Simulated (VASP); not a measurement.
# MgPb2Se3 in VASP: single point with PBEsol

Aim: the single point of MgPb2Se3 with PBEsol.

Program: VASP 6.6.1. These are calculated values, not measurements. Logs are shortened: lines on timing, memory, paths and dates and some standing lists are left out, and cuts for length are marked.

## Step 1: The cell of the first run

The typed cell holds 6 atoms: a = 6.713 Å, b = 6.738 Å, c = 4.234 Å, α = 90.00°, β = 90.00°, γ = 111.84°.

## Step 2: Single point, PBEsol

File INCAR:

```
ALGO = Normal
EDIFF = 1E-6
ENCUT = 600
GGA = PS
GGA_COMPAT = False
ISIF = 2
ISMEAR = -1
LASPH = True
LCHARG = False
LREAL = False
LWAVE = False
NBANDS = 33
NELM = 120
PREC = Accurate
SIGMA = 0.05
```

File KPOINTS:

```
k-points
0
Gamma
  4 4 4
```

File POSCAR:

```
MgPb2Se3
1.0
    3.7578143090     -5.5621231523      0.0023783236
    3.7790920974      5.5787928381     -0.0024933412
    0.0001697459      0.0015148588      4.2339125998
Mg Pb Se
1 2 3
Direct
    0.6987443801      0.7084203722     -0.0090951465
   -0.0271521882      0.3670992473      0.4909181947
    0.3573712434     -0.0179682228      0.4908526799
    0.3034692385      0.6761956371     -0.0091341906
    0.6656528111      0.3143118319     -0.0090681832
   -0.1048716485     -0.0939787589      0.4908862125
```

Potentials or basis: VASP PAW PBE potentials, release 64 (Mg, Pb_d, Se).

On the command line:

```sh
cat potpaw_PBE.64/Mg/POTCAR potpaw_PBE.64/Pb_d/POTCAR potpaw_PBE.64/Se/POTCAR > POTCAR
mpirun -np 1 vasp_std > vasp.out
```

OUTCAR:

```text
EDIFF = 1E-6
   ENCUT = 600
   GGA = PS
   ISIF = 2
   ISMEAR = -1
   LASPH = True
   LREAL = False
   NELM = 120
   PREC = Accurate

 ion  position               nearest neighbor table
   1  0.699  0.708  0.991-   4 2.58   5 2.58   6 2.59   6 2.59
   2  0.973  0.367  0.491-   5 2.88   5 2.88   6 2.95   4 3.21   4 3.21   3 3.98   3 3.98
   3  0.357  0.982  0.491-   4 2.88   4 2.88   6 2.95   5 3.21   5 3.21   2 3.98   2 3.98
   4  0.303  0.676  0.991-   1 2.58   3 2.88   3 2.88   2 3.21   2 3.21
   5  0.666  0.314  0.991-   1 2.58   2 2.88   2 2.88   3 3.21   3 3.21
   6  0.895  0.906  0.491-   1 2.59   1 2.59   3 2.95   2 2.95

  LATTYP: Found a triclinic cell.
 ALAT       =     6.7125545062
 B/A-ratio  =     1.1228102259
 C/A-ratio  =     0.6307453996
 COS(alpha) =     0.0000256227
 COS(beta)  =     0.0000802824
 COS(gamma) =     0.5579847629

  Lattice vectors:

 A1 = (   3.7578143090,  -5.5621231523,   0.0023783236)
 A2 = (   7.5369064064,   0.0166696858,  -0.0001150176)
 A3 = (   0.0001697459,   0.0015148588,   4.2339125998)

Analysis of symmetry for initial positions (statically):
=====================================================================
 Subroutine PRICEL returns:
 Original cell was already a primitive cell.

 Routine SETGRP: Setting up the symmetry group for a
 triclinic supercell.

 Subroutine GETGRP returns: Found  1 space group operations
 (whereof  1 operations were pure point group operations)
 out of a pool of  2 trial point group operations.

The static configuration has the point symmetry C_1 .

Analysis of symmetry for dynamics (positions and initial velocities):
=====================================================================
 Subroutine PRICEL returns:
 Original cell was already a primitive cell.

 Routine SETGRP: Setting up the symmetry group for a
 triclinic supercell.

 Subroutine GETGRP returns: Found  1 space group operations
 (whereof  1 operations were pure point group operations)
 out of a pool of  2 trial point group operations.

The dynamic configuration has the point symmetry C_1 .

 Subroutine INISYM returns: Found  1 space group operations
 (whereof  1 operations are pure point group operations),
 and found     1 'primitive' translations

----------------------------------------------------------------------------------------

                                     Primitive cell

  volume of cell :     177.7560

  direct lattice vectors                    reciprocal lattice vectors
     3.757814309 -5.562123152  0.002378324     0.132879518 -0.090012998  0.000026879
     3.779092097  5.578792838 -0.002493341     0.132482467  0.089506185 -0.000037336
     0.000169746  0.001514859  4.233912600     0.000003376  0.000103273  0.236188117

  length of vectors
     6.712554506  6.738284116  4.233912874     0.160497062  0.159884216  0.236188139

  position of ions in fractional coordinates (direct lattice)
     0.698744380  0.708420372  0.990904853
     0.972847812  0.367099247  0.490918195
     0.357371243  0.982031777  0.490852680
     0.303469238  0.676195637  0.990865809
     0.665652811  0.314311832  0.990931817
     0.895128351  0.906021241  0.490886213

  ion indices of the primitive-cell ions
   primitive index   ion index
                 1           1
                 2           2
                 3           3
                 4           4
                 5           5
                 6           6

----------------------------------------------------------------------------------------

 KPOINTS: k-points

Automatic generation of k-mesh.
 Grid dimensions read from file:
 generate k-points for:    4    4    4

 Generating k-lattice:

  Cartesian coordinates                     Fractional coordinates (reciprocal lattice)
     0.033219880 -0.022503250  0.000006720     0.250000000 -0.000000000 -0.000000000
     0.033120617  0.022376546 -0.000009334    -0.000000000  0.250000000  0.000000000
     0.000000844  0.000025818  0.059047029     0.000000000 -0.000000000  0.250000000

  Length of vectors
     0.040124266  0.039971054  0.059047035

  Shift w.r.t. Gamma in fractional coordinates (k-lattice)
     0.000000000  0.000000000  0.000000000

 Subroutine IBZKPT returns following result:
 ===========================================

 Found     36 irreducible k-points:

 Following reciprocal coordinates:
            Coordinates               Weight
  0.000000  0.000000  0.000000      1.000000
  0.250000  0.000000  0.000000      2.000000
  0.500000  0.000000  0.000000      1.000000
  0.000000  0.250000  0.000000      2.000000
  0.250000  0.250000  0.000000      2.000000
  0.500000  0.250000  0.000000      2.000000
[... 16 lines left out ...]
 -0.000000 -0.250000  0.250000      2.000000
  0.250000 -0.250000  0.250000      2.000000
 [... further k-points ...]
   k-points           NKPTS =     36   k-points in BZ     NKDIM =     36   number of bands    NBANDS=     33
   number of dos      NEDOS =    301   number of ions     NIONS =      6
   total plane-waves  NPLWV = 104976
   dimension x,y,z NGX =    54 NGY =   54 NGZ =   36
   dimension x,y,z NGXF=   108 NGYF=  108 NGZF=   72
   ions per type =               1   2   3
   NGX,Y,Z   is equivalent  to a cutoff of  13.37, 13.32, 14.14 a.u.
   NGXF,Y,Z  is equivalent  to a cutoff of  26.75, 26.65, 28.27 a.u.
 SYSTEM =  unknown system
   PREC   = accura    normal or accurate (medium, high low for compatibility)
   ISTART =      0    job   : 0-new  1-cont  2-samecut
   ICHARG =      2    charge: 1-file 2-atom 10-const
   ISPIN  =      1    spin polarized calculation?
   LNONCOLLINEAR =      F non collinear calculations
   LSORBIT =      F    spin-orbit coupling
   LASPH  =      T    aspherical Exc in radial PAW
   ENCUT  =  600.0 eV  44.10 Ry    6.64 a.u.  13.41 13.46  8.46*2*pi/ulx,y,z
   NELM   =    120;   NELMIN=  2; NELMDL= -5     # of ELM steps
   EDIFF  = 0.1E-05   stopping-criterion for ELM
   LREAL  =      F    real-space projection
   EDIFFG = 0.1E-04   stopping-criterion for IOM
   NSW    =      0    number of steps for IOM
   IBRION =     -1    ionic relax: 0-MD 1-quasi-New 2-CG
   NFREE  =      0    steps in history (QN), initial steepest desc. (CG)
   ISIF   =      2    stress and relaxation
   ISYM   =      2    0-nonsym 1-usesym 2-fastsym
   POTIM  = 0.5000    time-step for ionic-motion
   TEBEG  =    0.0;   TEEND  =   0.0 temperature during run
   PSTRESS=    0.0 pullay stress
   NELECT =      48.0000    total number of electrons
   NUPDOWN=      -1.0000    fix difference up-down
   EMIN   =  10.00;   EMAX   =-10.00  energy-range for DOS
   EFERMI =   0.00;   METHOD = LEGACY
   ISMEAR =    -1;   SIGMA  =   0.05  broadening in eV -4-tet -1-fermi 0-gaus
   EFERMI_NEDOS =   21; number of points for ismear=-14 and -15
   IALGO  =     38    algorithm
   IMIX   =      4    mixing-type and parameters
     AMIX     =   0.40;   BMIX     =  1.00
     AMIX_MAG =   1.60;   BMIX_MAG =  1.00
  volume/ion in A,a.u.               =      29.63       199.93
  Fermi-wavevector in a.u.,A,eV,Ry     =   1.058150  1.999613 15.234188  1.119681
  Thomas-Fermi vector in A             =   2.193449
   LORBIT       =      0    0 simple, 1 ext, 2 COOP (PROOUT), +10 PAW based schemes
   GGA     = PS    functional components
   LHFCALC =     F    Hartree Fock is set to
   AEXX    =    0.0000 exact exchange contribution
   IVDW    =     0    specifies the selected vdW correction
   LEPSILON=     F    determine dielectric tensor
   LRPA    =     F    only Hartree local field effects (RPA)
 non-spin polarized calculation
  energy-cutoff  :      600.00
  volume of cell :      177.76
 maximum number of plane-waves:      5971
 NGX is ok and might be reduce to    54
   NGX = 27   NGY = 27   NGZ = 17

 number of electron      48.0000002 magnetization

 Free energy of the ion-electron system (eV)
  ---------------------------------------------------
  ext. energy  EPLUGINS =         0.00000000
  ---------------------------------------------------
  free energy    TOTEN  =       -25.30577894 eV

  energy without entropy =      -25.30563079  energy(sigma->0) =      -25.30570486

 E-fermi :   3.6459     XC(G=0):  -8.9380

 val. band max:        3.3748118905   @ k =   0.0000   0.0000   0.0000
 cond. band min:       3.8991802459   @ k =   0.5000   0.5000   0.0000
 fundamental gap:      0.5243683555
 Fermi energy:         3.6459042056

 k-point     1 :       0.0000    0.0000    0.0000
  band No.  band energies     occupation
      1     -13.3847      2.00000
      2     -13.3410      2.00000
      3     -13.3222      2.00000
      4     -13.3013      2.00000
      5     -13.2994      2.00000
      6     -13.2980      2.00000
[... 25 lines left out ...]
     32       8.8506      0.00000
     33       9.8472      0.00000

 k-point     2 :       0.2500    0.0000    0.0000
  band No.  band energies     occupation
      1     -13.3842      2.00000
      2     -13.3486      2.00000
      3     -13.3185      2.00000
      4     -13.3021      2.00000
      5     -13.3006      2.00000
      6     -13.2977      2.00000
[... 25 lines left out ...]
     32       8.9460      0.00000
     33       9.1939      0.00000

 k-point     3 :       0.5000    0.0000    0.0000
  band No.  band energies     occupation
      1     -13.3821      2.00000
      2     -13.3576      2.00000
      3     -13.3140      2.00000
      4     -13.3028      2.00000
      5     -13.3027      2.00000
      6     -13.2973      2.00000
[... 25 lines left out ...]
     32       8.8982      0.00000
     33       9.5746      0.00000

 k-point     4 :       0.0000    0.2500    0.0000
  band No.  band energies     occupation
      1     -13.3845      2.00000
      2     -13.3484      2.00000
      3     -13.3188      2.00000
      4     -13.3020      2.00000
      5     -13.3004      2.00000
      6     -13.2977      2.00000
[... 673 lines left out ...]
     32       8.6454      0.00000
     33       9.2330      0.00000

 k-point    23 :      -0.0000   -0.2500    0.2500
  band No.  band energies     occupation
      1     -13.3714      2.00000
      2     -13.3492      2.00000
      3     -13.3237      2.00000
      4     -13.3198      2.00000
      5     -13.3115      2.00000
      6     -13.2926      2.00000
[... 25 lines left out ...]
     32       8.5858      0.00000
     33       9.0423      0.00000

 k-point    24 :       0.2500   -0.2500    0.2500
  band No.  band energies     occupation
      1     -13.3656      2.00000
      2     -13.3467      2.00000
      3     -13.3261      2.00000
      4     -13.3171      2.00000
      5     -13.3125      2.00000
      6     -13.2982      2.00000
[... 25 lines left out ...]
     32       8.6456      0.00000
     33       9.4750      0.00000

 [... further k-points ...]

------------------------ aborting loop because EDIFF is reached ----------------------------------------

  FORCE on cell =-STRESS in cart. coord.  units (eV):
  Direction    XX          YY          ZZ          XY          YZ          ZX
  --------------------------------------------------------------------------------------
  -------------------------------------------------------------------------------------
  Total        0.0370460      0.0391689      0.0499762      0.0051027      0.0011098     -0.0002864
  in kB        0.3339090      0.3530430      0.4504528      0.0459923      0.0100028     -0.0025817
  external PRESSURE =       0.3791349 kB  Pullay stress =       0.0000000 kB

 VOLUME and BASIS-vectors are now :
 -----------------------------------------------------------------------------
  energy-cutoff  :      600.00
  volume of cell :      177.76
      direct lattice vectors                 reciprocal lattice vectors
     3.757814309 -5.562123152  0.002378324     0.132879518 -0.090012998  0.000026879
     3.779092097  5.578792838 -0.002493341     0.132482467  0.089506185 -0.000037336
     0.000169746  0.001514859  4.233912600     0.000003376  0.000103273  0.236188117

 POSITION                                       TOTAL-FORCE (eV/Angst)
 -----------------------------------------------------------------------------------
      5.30311      0.06713      4.19530         0.000250     -0.003420     -0.000248
      5.04317     -3.36239      2.07990         0.003775     -0.001451     -0.000306
      5.05421      3.49155      2.07663         0.016531      0.004008      0.000429
      3.69595      2.08592      4.19427        -0.008249     -0.014139      0.000022
      3.68938     -1.94746      4.19632         0.002097      0.015250     -0.000070
      6.78775      0.07643      2.07824        -0.014405     -0.000248      0.000172
 -----------------------------------------------------------------------------------
    total drift:                                0.001058      0.000019      0.000258

  FREE ENERGIE OF THE ION-ELECTRON SYSTEM (eV)
  ---------------------------------------------------
  free  energy   TOTEN  =       -25.3057789373 eV

  energy  without entropy=      -25.3056307888  energy(sigma->0) =      -25.30570486
```

Run time: 8.4 min. Hardware: 1 thread of Intel Xeon 8259CL, shared host; peak memory 0.47 GiB.

Results:

| Quantity | Value |
| --- | --- |
| Free energy | -25.3058 eV |
| Pressure | 0.0 GPa |
| Largest force | 0.017 eV/Å |
| Band gap on the k mesh | 0.52 eV (least direct gap 0.87 eV) |

Forces on the atoms (eV/Å):
```
Mg   0.000 -0.003  0.000
Pb   0.004 -0.001  0.000
Pb   0.017  0.004  0.000
Se  -0.008 -0.014  0.000
Se   0.002  0.015  0.000
Se  -0.014  0.000  0.000
```

Caveat: the PAW data sets were made with another functional, which shifts forces and pressure a little; spin-orbit coupling is left out, which moves the levels of the heavy elements. A k mesh can miss the band edges.
